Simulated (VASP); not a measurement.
# AlRu in VASP: a series of runs

Aim: see how the results for AlRu move with the level of theory and the settings. Levels: PBE, revPBE. Tasks: single point.

Program: VASP 6.6.1. These are calculated values, not measurements. Logs are shortened: lines on timing, memory, paths and dates and some standing lists are left out, and cuts for length are marked.

### Step 1. The cell of the first run

The cell holds a slab with vacuum, 8 atoms: a = 2.992 Å, b = 2.992 Å, c = 25.471 Å, α = 90.00°, β = 90.00°, γ = 90.00°.

### Step 2. Single point, PBE

Contents of INCAR:

```
PREC = Accurate
ENCUT = 450
EDIFF = 1E-6
ISMEAR = -1
SIGMA = 0.05
LREAL = F
LASPH = T
NELM = 300
ALGO = Normal
ISIF = 2
LWAVE = F
LCHARG = T
LDIPOL = T
IDIPOL = 3
DIPOL = 0.5 0.5 0.499
GGA = PE
LVHAR = T
LVACPOTAV = T
NBANDS = 44
GGA_COMPAT = F
NELMDL = -8
AMIX = 0.1
BMIX = 1E-4
AMIX_MAG = 0.4
BMIX_MAG = 1E-4
KPAR = 4
```

Contents of KPOINTS:

```
Automatic mesh
0
Gamma
  9 9 1
```

Contents of POSCAR:

```
AlRu
1.0
    2.9916000000      0.0000000000      0.0000000000
    0.0000000000      2.9916000000      0.0000000000
    0.0000000000      0.0000000000     25.4706000000
Ru Al
4 4
Direct
    0.5000000000      0.5000000000      0.2944571388
    0.5000000000      0.5000000000      0.4119102024
    0.5000000000      0.5000000000      0.5288102653
    0.5000000000      0.5000000000      0.6492268644
    0.0000000000      0.0000000000      0.3531836706
    0.0000000000      0.0000000000      0.4706367341
    0.0000000000      0.0000000000      0.5871042279
    0.0000000000      0.0000000000      0.6983906633
```

Potentials or basis: VASP PAW PBE potentials, release 64 (Ru_pv, Al).

Command:

```console
$ cat potpaw_PBE.64/Ru_pv/POTCAR potpaw_PBE.64/Al/POTCAR > POTCAR
$ mpirun -np 4 vasp_std > vasp.out
```

OUTCAR:

```text
PREC = Accurate
   ENCUT = 450
   EDIFF = 1E-6
   ISMEAR = -1
   LREAL = F
   LASPH = T
   NELM = 300
   ISIF = 2
   GGA = PE
   NELMDL = -8
   AMIX = 0.1
   AMIX_MAG = 0.4

 ion  position               nearest neighbor table
   1  0.500  0.500  0.294-   5 2.59   5 2.59   5 2.59   5 2.59   2 2.99
   2  0.500  0.500  0.412-   6 2.59   6 2.59   6 2.59   6 2.59   5 2.59   5 2.59   5 2.59   5 2.59
                             3 2.98   1 2.99
   3  0.500  0.500  0.529-   6 2.58   6 2.58   6 2.58   6 2.58   7 2.58   7 2.58   7 2.58   7 2.58
                             2 2.98   4 3.07
   4  0.500  0.500  0.649-   8 2.46   8 2.46   8 2.46   8 2.46   7 2.64   7 2.64   7 2.64   7 2.64
                             3 3.07
   5  0.000  0.000  0.353-   2 2.59   2 2.59   2 2.59   2 2.59   1 2.59   1 2.59   1 2.59   1 2.59
                             6 2.99
   6  0.000  0.000  0.471-   3 2.58   3 2.58   3 2.58   3 2.58   2 2.59   2 2.59   2 2.59   2 2.59
                             7 2.97   5 2.99
   7  0.000  0.000  0.587-   3 2.58   3 2.58   3 2.58   3 2.58   4 2.64   4 2.64   4 2.64   4 2.64
                             8 2.83   6 2.97
   8  0.000  0.000  0.698-   4 2.46   4 2.46   4 2.46   4 2.46   7 2.83

  LATTYP: Found a simple tetragonal cell.
 ALAT       =     2.9916000000
 C/A-ratio  =     8.5140393101

  Lattice vectors:

 A1 = (   2.9916000000,   0.0000000000,   0.0000000000)
 A2 = (   0.0000000000,   2.9916000000,   0.0000000000)
 A3 = (   0.0000000000,   0.0000000000,  25.4706000000)

Analysis of symmetry for initial positions (statically):
=====================================================================
 Subroutine PRICEL returns:
 Original cell was already a primitive cell.

 Routine SETGRP: Setting up the symmetry group for a
 simple tetragonal supercell.

 Subroutine GETGRP returns: Found  8 space group operations
 (whereof  8 operations were pure point group operations)
 out of a pool of 16 trial point group operations.

The static configuration has the point symmetry C_4v.

Analysis of symmetry for dynamics (positions and initial velocities):
=====================================================================
 Subroutine PRICEL returns:
 Original cell was already a primitive cell.

 Routine SETGRP: Setting up the symmetry group for a
[... 114 lines left out ...]
   ISIF   =      2    stress and relaxation
   ISYM   =      2    0-nonsym 1-usesym 2-fastsym
   POTIM  = 0.5000    time-step for ionic-motion
   TEBEG  =    0.0;   TEEND  =   0.0 temperature during run
   PSTRESS=    0.0 pullay stress
   NELECT =      68.0000    total number of electrons
   NUPDOWN=      -1.0000    fix difference up-down
   EMIN   =  10.00;   EMAX   =-10.00  energy-range for DOS
   EFERMI =   0.00;   METHOD = LEGACY
   ISMEAR =    -1;   SIGMA  =   0.05  broadening in eV -4-tet -1-fermi 0-gaus
   EFERMI_NEDOS =   21; number of points for ismear=-14 and -15
   IALGO  =     38    algorithm
   IMIX   =      4    mixing-type and parameters
     AMIX     =   0.10;   BMIX     =  0.00
     AMIX_MAG =   0.40;   BMIX_MAG =  0.00
  volume/ion in A,a.u.               =      28.49       192.29
  Fermi-wavevector in a.u.,A,eV,Ry     =   1.093862  2.067099 16.279824  1.196533
  Thomas-Fermi vector in A             =   2.230155
   LORBIT       =      0    0 simple, 1 ext, 2 COOP (PROOUT), +10 PAW based schemes
   GGA     = PE    functional components
   LHFCALC =     F    Hartree Fock is set to
   AEXX    =    0.0000 exact exchange contribution
   IVDW    =     0    specifies the selected vdW correction
   LEPSILON=     F    determine dielectric tensor
   LRPA    =     F    only Hartree local field effects (RPA)
 non-spin polarized calculation
  energy-cutoff  :      450.00
  volume of cell :      227.95
 maximum number of plane-waves:      4969
 NGX is ok and might be reduce to    24
   NGX = 11   NGY = 11   NGZ = 89

 dipolmoment           0.000000      0.000000      0.010818 electrons x Angstroem

 number of electron      67.9999988 magnetization

 dipolmoment           0.000000      0.000000     -0.057667 electrons x Angstroem

 Free energy of the ion-electron system (eV)
  ---------------------------------------------------
  ext. energy  EPLUGINS =         0.00000000
  ---------------------------------------------------
  free energy    TOTEN  =       -54.10599064 eV

  energy without entropy =      -54.05460956  energy(sigma->0) =      -54.08030010

 E-fermi :   3.1438     XC(G=0):  -6.7262

 val. band max:        3.1379357447   @ k =   0.0000   0.0000   0.0000
 cond. band min:       3.1454340351   @ k =   0.2222   0.0000   0.0000
 fundamental gap:      0.0074982904
 Fermi energy:         3.1438393751

 k-point     1 :       0.0000    0.0000    0.0000
  band No.  band energies     occupation
      1     -38.8921      2.00000
      2     -38.7904      2.00000
      3     -38.7189      2.00000
      4     -38.7187      2.00000
      5     -38.7187      2.00000
      6     -38.6659      2.00000
[... 694 lines left out ...]
     43       7.7934      0.00000
     44       7.9000      0.00000

------------------------ aborting loop because EDIFF is reached ----------------------------------------

  FORCE on cell =-STRESS in cart. coord.  units (eV):
  Direction    XX          YY          ZZ          XY          YZ          ZX
  --------------------------------------------------------------------------------------
  -------------------------------------------------------------------------------------
  Total       -0.2406379     -0.2406379     -1.1174484      0.0000000     -0.0000000      0.0000000
  in kB       -1.6913300     -1.6913300     -7.8540167      0.0000000     -0.0000000      0.0000000
  external PRESSURE =      -3.7455589 kB  Pullay stress =       0.0000000 kB

 VOLUME and BASIS-vectors are now :
 -----------------------------------------------------------------------------
  energy-cutoff  :      450.00
  volume of cell :      227.95
      direct lattice vectors                 reciprocal lattice vectors
     2.991600000  0.000000000  0.000000000     0.334269287  0.000000000  0.000000000
     0.000000000  2.991600000  0.000000000     0.000000000  0.334269287  0.000000000
     0.000000000  0.000000000 25.470600000     0.000000000  0.000000000  0.039260952

 POSITION                                       TOTAL-FORCE (eV/Angst)
 -----------------------------------------------------------------------------------
      1.49580      1.49580      7.50000         0.000000     -0.000000      0.572996
      1.49580      1.49580     10.49160         0.000000     -0.000000     -0.426570
      1.49580      1.49580     13.46911         0.000000      0.000000     -0.020256
      1.49580      1.49580     16.53620        -0.000000      0.000000     -0.004036
      0.00000      0.00000      8.99580         0.000000      0.000000     -0.272365
      0.00000      0.00000     11.98740         0.000000      0.000000      0.123087
      0.00000      0.00000     14.95390         0.000000      0.000000      0.002997
      0.00000      0.00000     17.78843         0.000000      0.000000      0.024148
 -----------------------------------------------------------------------------------
    total drift:                                0.000000     -0.000000      0.000167

  FREE ENERGIE OF THE ION-ELECTRON SYSTEM (eV)
  ---------------------------------------------------
  free  energy   TOTEN  =       -54.1059906445 eV

  energy  without entropy=      -54.0546095575  energy(sigma->0) =      -54.08030010

 vacuum level on the upper side and lower side of the slab         6.334         7.501
```

OSZICAR:

```text
N       E                     dE             d eps       ncg     rms          rms(c)
DAV:   1     0.478447414277E+03    0.47845E+03   -0.36903E+04  1736   0.124E+03
DAV:   2    -0.413391911465E+02   -0.51979E+03   -0.50095E+03  1476   0.353E+02
DAV:   3    -0.589435970232E+02   -0.17604E+02   -0.17090E+02  1572   0.605E+01
[... 36 lines left out ...]
DAV:  40    -0.541059809497E+02   -0.69411E-05   -0.19164E-06  1024   0.322E-03    0.882E-03
DAV:  41    -0.541059843349E+02   -0.33853E-05   -0.56163E-07  1032   0.190E-03    0.651E-03
DAV:  42    -0.541059858288E+02   -0.14939E-05   -0.14090E-07   904   0.101E-03    0.548E-03
DAV:  43    -0.541059902573E+02   -0.44284E-05   -0.15597E-06   984   0.242E-03    0.176E-03
DAV:  44    -0.541059906445E+02   -0.38724E-06   -0.68544E-08   936   0.846E-04
   1 F= -.54105991E+02 E0= -.54080300E+02  d E =-.513811E-01
```

stdout:

```text
POSCAR found type information on POSCAR RuAl
 POSCAR found :  2 types and       8 ions
 scaLAPACK will be used
 LDA part: xc-table for (Slater+PW92), standard interpolation
 POSCAR, INCAR and KPOINTS ok, starting setup
 FFT: planning ... GRIDC
 FFT: planning ... GRID_SOFT
 FFT: planning ... GRID
 WAVECAR not read
 entering main loop
 -----------------------------------------------------------------------------
|                                                                             |
|           W    W    AA    RRRRR   N    N  II  N    N   GGGG   !!!           |
|           W    W   A  A   R    R  NN   N  II  NN   N  G    G  !!!           |
|           W    W  A    A  R    R  N N  N  II  N N  N  G       !!!           |
|           W WW W  AAAAAA  RRRRR   N  N N  II  N  N N  G  GGG   !            |
|           WW  WW  A    A  R   R   N   NN  II  N   NN  G    G                |
|           W    W  A    A  R    R  N    N  II  N    N   GGGG   !!!           |
|                                                                             |
|     Did not find any points to average over, which means that no vacuum     |
|     field-free region was found. Please increase the size of  your cell     |
|     in the dimension of the dipole correction to obtain accurate            |
|     workfunction values.                                                    |
|                                                                             |
 -----------------------------------------------------------------------------
```

It took 69 s on 4 MPI ranks of Intel Xeon 6975P-C (Granite Rapids), shared host; peak memory 0.36 GiB.

Results:

* Free energy: -54.1060 eV
* Largest force: 0.573 eV/Å
* Band gap on the k mesh: zero (bands 34 and 35 overlap by 1.82 eV)

Forces on the atoms (eV/Å):
```
Ru   0.000  0.000  0.573
Ru   0.000  0.000 -0.427
Ru   0.000  0.000 -0.020
Ru   0.000  0.000 -0.004
Al   0.000  0.000 -0.272
Al   0.000  0.000  0.123
Al   0.000  0.000  0.003
Al   0.000  0.000  0.024
```

Levels at points of the mesh, in eV from the Fermi level:
| k point | band 31 | band 32 | band 33 | band 34 | band 35 | band 36 | band 37 | band 38 |
| --- | --- | --- | --- | --- | --- | --- | --- | --- |
| (0.00, 0.00, 0.00) | -0.07 | -0.01 | 0.09 | 0.09 | 0.23 | 0.38 | 0.63 | 0.79 |

### Step 3. Single point, revPBE

Contents of INCAR:

```
SYSTEM = AlRu
PREC = Accurate ; ENCUT = 450
EDIFF = 1E-6 ; ISMEAR = -1
SIGMA = 0.05 ; LREAL = .False.
LASPH = .True. ; NELM = 300
ALGO = Normal ; ISIF = 2
LWAVE = .False. ; LCHARG = .False.
LDIPOL = .True. ; IDIPOL = 3
DIPOL = 0.5 0.5 0.500 ; GGA = RE
NBANDS = 44 ; GGA_COMPAT = .False.
NELMDL = -8 ; AMIX = 0.1
BMIX = 1E-4 ; AMIX_MAG = 0.4
BMIX_MAG = 1E-4 ; KPAR = 4
```

Contents of KPOINTS:

```
regular mesh
0
Gamma
  9 9 1
  0 0 0
```

Contents of POSCAR:

```
AlRu
1.0
    2.9916000000      0.0000000000      0.0000000000
    0.0000000000      2.9916000000      0.0000000000
    0.0000000000      0.0000000000     25.4706000000
Ru Al
4 4
Direct
    0.5000000000      0.5000000000      0.2944571388
    0.5000000000      0.5000000000      0.4119102024
    0.5000000000      0.5000000000      0.5294362308
    0.5000000000      0.5000000000      0.6509088912
    0.0000000000      0.0000000000      0.3531836706
    0.0000000000      0.0000000000      0.4706367341
    0.0000000000      0.0000000000      0.5883366717
    0.0000000000      0.0000000000      0.7006457969
```

Potentials or basis: VASP PAW PBE potentials, release 64 (Ru_pv, Al).

Command:

```console
$ cat potpaw_PBE.64/Ru_pv/POTCAR potpaw_PBE.64/Al/POTCAR > POTCAR
$ mpirun -np 4 vasp_std > vasp.out
```

It took 3.2 min on 4 MPI ranks of Intel Xeon Platinum 8259CL at 2.50GHz (Skylake/Cascade Lake), shared host; peak memory 0.35 GiB.

It converged, with:

| Quantity | Value |
| --- | --- |
| Free energy | -51.4236 eV |
| Largest force | 0.431 eV/Å |
| Band gap on the k mesh | zero (bands 34 and 35 overlap by 1.83 eV) |

Forces in eV/Å, atoms in the order of the input:
```
Ru   0.000  0.000  0.431
Ru   0.000  0.000 -0.388
Ru   0.000  0.000 -0.002
Ru   0.000  0.000 -0.008
Al   0.000  0.000 -0.256
Al   0.000  0.000  0.226
Al   0.000  0.000  0.000
Al   0.000  0.000 -0.003
```

Levels at points of the mesh, in eV from the Fermi level:
| k point | band 31 | band 32 | band 33 | band 34 | band 35 | band 36 | band 37 | band 38 |
| --- | --- | --- | --- | --- | --- | --- | --- | --- |
| (0.00, 0.00, 0.00) | -0.06 | 0.03 | 0.08 | 0.08 | 0.23 | 0.41 | 0.63 | 0.75 |

Caveat: the PAW data sets were made with another functional, which shifts forces and pressure a little.

The gap in the log of VASP goes by the Fermi energy; the results here count the filled bands.